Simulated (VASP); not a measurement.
# Ir (I4_1/amd) in VASP: relaxation of cell and atoms with PBE

Aim: the relaxation of cell and atoms of Ir with PBE.

Program: VASP 6.6.1. These are calculated values, not measurements. Logs are shortened: lines on timing, memory, paths and dates and some standing lists are left out, and cuts for length are marked.

## (1) The cell of the first run

The structure is tetragonal, space group I4_1/amd (No. 141). Conventional cell: a = 4.775 Å, b = 4.775 Å, c = 2.607 Å, α = 90.00°, β = 90.00°, γ = 90.00°. Within 3.3 Å of Ir (site symmetry -4m2) lie 10 Ir at 2.47 to 3.09 Å.

## (2) Relaxation of cell and atoms, PBE

The input, INCAR:

```
SYSTEM = Ir
  ALGO = Normal
  EDIFF = 1E-7
  EDIFFG = -0.01
  ENCUT = 500
  GGA = PE
  GGA_COMPAT = .FALSE.
  IBRION = 2
  ISIF = 3
  ISMEAR = -1
  ISYM = 0
  LASPH = .TRUE.
  LCHARG = .FALSE.
  LREAL = .FALSE.
  LWAVE = .FALSE.
  NELM = 120
  NELMIN = 4
  NSW = 80
  PREC = Accurate
  SIGMA = 0.1
```

The input, KPOINTS:

```
k-points
0
G
  14 14 9
  0 0 0
```

The input, POSCAR:

```
Ir
1.0
   -2.3872555793      2.3872555793      1.3034415463
    2.3872555793     -2.3872555793      1.3034415463
    2.3872555793      2.3872555793     -1.3034415463
Ir
2
Direct
    0.0000000000      0.0000000000      0.0000000000
    0.7500000000      0.2500000000      0.5000000000
```

Potentials or basis: VASP PAW PBE potentials, release 64 (Ir).

On the command line:

```console
cat potpaw_PBE.64/Ir/POTCAR > POTCAR
mpirun -np 1 vasp_std > vasp.out
```

OUTCAR:

```text
SYSTEM = Ir
   EDIFF = 1E-7
   EDIFFG = -0.01
   ENCUT = 500
   GGA = PE
   IBRION = 2
   ISIF = 3
   ISMEAR = -1
   ISYM = 0
   LASPH = .TRUE.
   LREAL = .FALSE.
   NELM = 120
   NELMIN = 4
   NSW = 80
   PREC = Accurate

 ion  position               nearest neighbor table
   1  0.000  0.000  0.000-   2 2.47   2 2.47   2 2.47   2 2.47   2 3.09   2 3.09   2 3.09   2 3.09

   2  0.750  0.250  0.500-   1 2.47   1 2.47   1 2.47   1 2.47   1 3.09   1 3.09   1 3.09   1 3.09

IMPORTANT INFORMATION: All symmetrisations will be switched off!
NOSYMM: (Re-)initialisation of all symmetry stuff for point group C_1.

----------------------------------------------------------------------------------------

                                     Primitive cell

  volume of cell :      29.7132

  direct lattice vectors                    reciprocal lattice vectors
    -2.387255579  2.387255579  1.303441546     0.000000000  0.209445526  0.383599864
     2.387255579 -2.387255579  1.303441546     0.209445526  0.000000000  0.383599864
     2.387255579  2.387255579 -1.303441546     0.209445526  0.209445526  0.000000000

  length of vectors
     3.618969227  3.618969227  3.618969227     0.437054097  0.437054097  0.296200703

  position of ions in fractional coordinates (direct lattice)
     0.000000000  0.000000000  0.000000000
     0.750000000  0.250000000  0.500000000

  ion indices of the primitive-cell ions
   primitive index   ion index
                 1           1
                 2           2

----------------------------------------------------------------------------------------

 KPOINTS: k-points

Automatic generation of k-mesh.
 Grid dimensions read from file:
 generate k-points for:   14   14    9

 Generating k-lattice:

  Cartesian coordinates                     Fractional coordinates (reciprocal lattice)
     0.000000000  0.014960395  0.027399990     0.071428571  0.000000000 -0.000000000
     0.014960395  0.000000000  0.027399990     0.000000000  0.071428571 -0.000000000
     0.023271725  0.023271725  0.000000000     0.000000000  0.000000000  0.111111111

  Length of vectors
     0.031218150  0.031218150  0.032911189

  Shift w.r.t. Gamma in fractional coordinates (k-lattice)
     0.000000000  0.000000000  0.000000000

 -----------------------------------------------------------------------------
|                                                                             |
|           W    W    AA    RRRRR   N    N  II  N    N   GGGG   !!!           |
|           W    W   A  A   R    R  NN   N  II  NN   N  G    G  !!!           |
|           W    W  A    A  R    R  N N  N  II  N N  N  G       !!!           |
|           W WW W  AAAAAA  RRRRR   N  N N  II  N  N N  G  GGG   !            |
|           WW  WW  A    A  R   R   N   NN  II  N   NN  G    G                |
|           W    W  A    A  R    R  N    N  II  N    N   GGGG   !!!           |
|                                                                             |
|     Your reciprocal lattice and k-lattice belong to different lattice       |
|     classes:                                                                |
|                                                                             |
|        The reciprocal lattice is body-centered tetragonal,                  |
|        whereas your k-lattice is base-centered monoclinic.                  |
|                                                                             |
|     Results are often still useful ...                                      |
|                                                                             |
 -----------------------------------------------------------------------------

 WARNING: IBZKPT: internal override: KBLOWUP is changed to .FALSE.
      ... skipping the blow-up phase ...

 Subroutine IBZKPT returns following result:
 ===========================================

 Found    884 irreducible k-points:

 Following reciprocal coordinates:
            Coordinates               Weight
  0.000000  0.000000  0.000000      1.000000
  0.071429  0.000000  0.000000      2.000000
  0.142857 -0.000000  0.000000      2.000000
  0.214286  0.000000  0.000000      2.000000
  0.285714 -0.000000  0.000000      2.000000
  0.357143 -0.000000  0.000000      2.000000
[... 16 lines left out ...]
 -0.000000  0.142857  0.000000      2.000000
  0.071429  0.142857  0.000000      2.000000
 [... further k-points ...]
   k-points           NKPTS =    884   k-points in BZ     NKDIM =    884   number of bands    NBANDS=     13
   number of dos      NEDOS =    301   number of ions     NIONS =      2
   total plane-waves  NPLWV =  21952
   dimension x,y,z NGX =    28 NGY =   28 NGZ =   28
   dimension x,y,z NGXF=    56 NGYF=   56 NGZF=   56
   ions per type =               2
   NGX,Y,Z   is equivalent  to a cutoff of  12.86, 12.86, 12.86 a.u.
   NGXF,Y,Z  is equivalent  to a cutoff of  25.72, 25.72, 25.72 a.u.
 SYSTEM =  Ir
   PREC   = accura    normal or accurate (medium, high low for compatibility)
   ISTART =      0    job   : 0-new  1-cont  2-samecut
   ICHARG =      2    charge: 1-file 2-atom 10-const
   ISPIN  =      1    spin polarized calculation?
   LNONCOLLINEAR =      F non collinear calculations
   LSORBIT =      F    spin-orbit coupling
   LASPH  =      T    aspherical Exc in radial PAW
   ENCUT  =  500.0 eV  36.75 Ry    6.06 a.u.   6.60  6.60  6.60*2*pi/ulx,y,z
   NELM   =    120;   NELMIN=  4; NELMDL= -5     # of ELM steps
   EDIFF  = 0.1E-06   stopping-criterion for ELM
   LREAL  =      F    real-space projection
   EDIFFG = -.1E-01   stopping-criterion for IOM
   NSW    =     80    number of steps for IOM
   IBRION =      2    ionic relax: 0-MD 1-quasi-New 2-CG
   NFREE  =      1    steps in history (QN), initial steepest desc. (CG)
   ISIF   =      3    stress and relaxation
   ISYM   =      0    0-nonsym 1-usesym 2-fastsym
   POTIM  = 0.5000    time-step for ionic-motion
   TEBEG  =    0.0;   TEEND  =   0.0 temperature during run
   PSTRESS=    0.0 pullay stress
   NELECT =      18.0000    total number of electrons
   NUPDOWN=      -1.0000    fix difference up-down
   EMIN   =  10.00;   EMAX   =-10.00  energy-range for DOS
   EFERMI =   0.00;   METHOD = LEGACY
   ISMEAR =    -1;   SIGMA  =   0.10  broadening in eV -4-tet -1-fermi 0-gaus
   EFERMI_NEDOS =   21; number of points for ismear=-14 and -15
   IALGO  =     38    algorithm
   IMIX   =      4    mixing-type and parameters
     AMIX     =   0.40;   BMIX     =  1.00
     AMIX_MAG =   1.60;   BMIX_MAG =  1.00
  volume/ion in A,a.u.               =      14.86       100.26
  Fermi-wavevector in a.u.,A,eV,Ry     =   1.385211  2.617669 26.106981  1.918809
  Thomas-Fermi vector in A             =   2.509642
   LORBIT       =      0    0 simple, 1 ext, 2 COOP (PROOUT), +10 PAW based schemes
   GGA     = PE    functional components
   LHFCALC =     F    Hartree Fock is set to
   AEXX    =    0.0000 exact exchange contribution
   IVDW    =     0    specifies the selected vdW correction
   LEPSILON=     F    determine dielectric tensor
   LRPA    =     F    only Hartree local field effects (RPA)
 conjugate gradient relaxation of ions
 non-spin polarized calculation
  energy-cutoff  :      500.00
  volume of cell :       29.71
 maximum number of plane-waves:       771
   NGX = 13   NGY = 13   NGZ = 13

--------------------------------------- Ionic step        1  -------------------------------------------

 number of electron      18.0000003 magnetization

 Free energy of the ion-electron system (eV)
  ---------------------------------------------------
  ext. energy  EPLUGINS =         0.00000000
  ---------------------------------------------------
  free energy    TOTEN  =       -16.13727314 eV

  energy without entropy =      -16.06816613  energy(sigma->0) =      -16.10271963

------------------------ aborting loop because EDIFF is reached ----------------------------------------

  FORCE on cell =-STRESS in cart. coord.  units (eV):
  Direction    XX          YY          ZZ          XY          YZ          ZX
  --------------------------------------------------------------------------------------
  -------------------------------------------------------------------------------------
  Total        4.7039485      4.7039483      7.1119786     -0.0032934      0.0013566      0.0013563
  in kB      253.6435086    253.6435000    383.4878768     -0.1775874      0.0731485      0.0731338
  external PRESSURE =     296.9249618 kB  Pullay stress =       0.0000000 kB

 VOLUME and BASIS-vectors are now :
 -----------------------------------------------------------------------------
  energy-cutoff  :      500.00
  volume of cell :       29.71
      direct lattice vectors                 reciprocal lattice vectors
    -2.387255579  2.387255579  1.303441546     0.000000000  0.209445526  0.383599864
     2.387255579 -2.387255579  1.303441546     0.209445526  0.000000000  0.383599864
     2.387255579  2.387255579 -1.303441546     0.209445526  0.209445526  0.000000000
[... 253 lines left out ...]
 POSITION                                       TOTAL-FORCE (eV/Angst)
 -----------------------------------------------------------------------------------
     -0.00042      4.86014      0.00007        -0.000075      0.000075      0.000000
     -0.00035      2.43023      0.69026         0.000075     -0.000075     -0.000000
 -----------------------------------------------------------------------------------
    total drift:                               -0.000000      0.000000      0.000000

  FREE ENERGIE OF THE ION-ELECTRON SYSTEM (eV)
  ---------------------------------------------------
  free  energy   TOTEN  =       -16.3965484747 eV

  energy  without entropy=      -16.3201602810  energy(sigma->0) =      -16.35835438

--------------------------------------- Ionic step        9  -------------------------------------------

 number of electron      17.9999998 magnetization

 Free energy of the ion-electron system (eV)
  ---------------------------------------------------
  ext. energy  EPLUGINS =         0.00000000
  ---------------------------------------------------
  free energy    TOTEN  =       -16.39696022 eV

  energy without entropy =      -16.32094112  energy(sigma->0) =      -16.35895067

 E-fermi :   8.1168     XC(G=0): -13.0679

 val. band max:        8.1156230523   @ k =   0.0000   0.0000   0.4444
 cond. band min:       8.1229141915   @ k =  -0.0714   0.3571   0.1111
 fundamental gap:      0.0072911392
 Fermi energy:         8.1168416377

 k-point     1 :       0.0000    0.0000    0.0000
  band No.  band energies     occupation
      1      -1.4297      2.00000
      2       1.5284      2.00000
      3       2.4317      2.00000
      4       3.3069      2.00000
      5       4.0573      2.00000
      6       6.9829      1.99998
      7       6.9829      1.99998
      8       7.0733      1.99994
      9       7.0733      1.99994
     10       9.5928      0.00000
     11      10.8337      0.00000
     12      13.6701      0.00000
     13      13.6740      0.00000

 k-point     2 :       0.0714    0.0000    0.0000
  band No.  band energies     occupation
      1      -1.2466      2.00000
      2       1.6209      2.00000
      3       2.4606      2.00000
      4       3.5010      2.00000
      5       4.1489      2.00000
      6       6.3891      2.00000
      7       6.4462      2.00000
      8       7.3226      1.99929
      9       7.3338      1.99921
     10       9.5329      0.00000
     11      10.6144      0.00000
[... 339 lines left out ...]
 k-point    24 :       0.0714    0.1429    0.0000
  band No.  band energies     occupation
      1      -0.0832      2.00000
      2       2.1603      2.00000
      3       2.6627      2.00000
      4       4.3091      2.00000
      5       4.5728      2.00000
      6       5.2695      2.00000
      7       5.7005      2.00000
      8       6.8396      1.99999
      9       7.0136      1.99997
     10       9.2255      0.00003
     11      10.2827      0.00000
     12      15.1176      0.00000
     13      16.5365      0.00000

 [... further k-points ...]

------------------------ aborting loop because EDIFF is reached ----------------------------------------

  FORCE on cell =-STRESS in cart. coord.  units (eV):
  Direction    XX          YY          ZZ          XY          YZ          ZX
  --------------------------------------------------------------------------------------
  -------------------------------------------------------------------------------------
  Total       -0.0006052     -0.0006050      0.0065801     -0.0021889      0.0000948      0.0000949
  in kB       -0.0298500     -0.0298420      0.3245588     -0.1079678      0.0046761      0.0046800
  external PRESSURE =       0.0882890 kB  Pullay stress =       0.0000000 kB

 VOLUME and BASIS-vectors are now :
 -----------------------------------------------------------------------------
  energy-cutoff  :      500.00
  volume of cell :       32.48
      direct lattice vectors                 reciprocal lattice vectors
    -2.427895620  2.427926783  1.377801599     0.000010942  0.205949282  0.362894620
     2.427926800 -2.427895607  1.377801606     0.205949280  0.000010942  0.362894620
     2.427536231  2.427536219 -1.377744042     0.205968827  0.205968828 -0.000004661

 POSITION                                       TOTAL-FORCE (eV/Angst)
 -----------------------------------------------------------------------------------
     -0.00028      4.85538      0.00006         0.000506     -0.000506     -0.000000
     -0.00025      2.42782      0.68893        -0.000506      0.000506      0.000000
 -----------------------------------------------------------------------------------
    total drift:                               -0.000000      0.000000      0.000000

  FREE ENERGIE OF THE ION-ELECTRON SYSTEM (eV)
  ---------------------------------------------------
  free  energy   TOTEN  =       -16.3969602157 eV

  energy  without entropy=      -16.3209411243  energy(sigma->0) =      -16.35895067

 reached required accuracy - stopping structural energy minimisation
```

Wall time 66 min (1 thread of Oxide Virtual Turin-like, shared host); peak memory 0.4 GiB.

Results:

```
Free energy                           : -16.3970 eV
Relaxed volume                        : 16.24 Å³/atom
Relaxed cell                          : a = 3.700 Å, b = 3.700 Å, c = 3.699 Å, α = 97.97°, β = 97.97°, γ = 136.27°
Space group after relaxing (to 0.1 Å) : I4_1/amd (No. 141)
Pressure after relaxing               : 0.0 GPa
Band gap on the k mesh                : zero (bands 9 and 10 overlap by 2.59 eV)
```

Final structure:
```xyz
2
Lattice="-2.4279 2.4279 1.3778 2.4279 -2.4279 1.3778 2.4275 2.4275 -1.3777" Properties=species:S:1:pos:R:3 pbc="T T T"
Ir   -0.0003    4.8554    0.0001
Ir   -0.0003    2.4278    0.6889
```

Caveat: spin-orbit coupling is left out, which moves the levels of the heavy elements.
